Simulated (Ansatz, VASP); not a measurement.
## Two plane-wave programs on La2O

```
CELL_PARAMETERS angstrom
0.00000 3.19259 3.19259
3.19259 0.00000 3.19259
3.19259 3.19259 0.00000
ATOMIC_POSITIONS crystal
La 0.25000 0.25000 0.25000
La 0.75000 0.75000 0.75000
O 0.00000 0.00000 0.00000
```

Change from the starting cell: species swapped into the Na2S type (Fm-3m, No. 225).

Alike in both runs: functional PBE; k mesh 4 × 4 × 4; occupations gaussian, width 0.1 eV; no spin polarisation.

Ansatz relaxed the structure, and its values are those at the end. VASP's run is a single point on that final structure, the one shown.

|  | VASP | Ansatz |
| --- | --- | --- |
| version | VASP 6.6.1 | Ansatz 0.2.0 |
| potentials or method | VASP PAW PBE potentials, release 64 (La, O), cutoff 520 eV | scalar-relativistic, plane waves, PAW |
| valence electrons in the cell | 28 | 28 |

|  | VASP | Ansatz | Ansatz less VASP |
| --- | --- | --- | --- |
| gap on the k mesh at the Fermi level (eV) | none | none | - |
| pressure (GPa) | -0.3 | -0.2 | +0.08 |

A gap of «none» marks a metal or a gap that the smearing closes.

The k mesh is coarse, so the values compare programs but aren't converged. Neither program's run includes spin-orbit coupling.
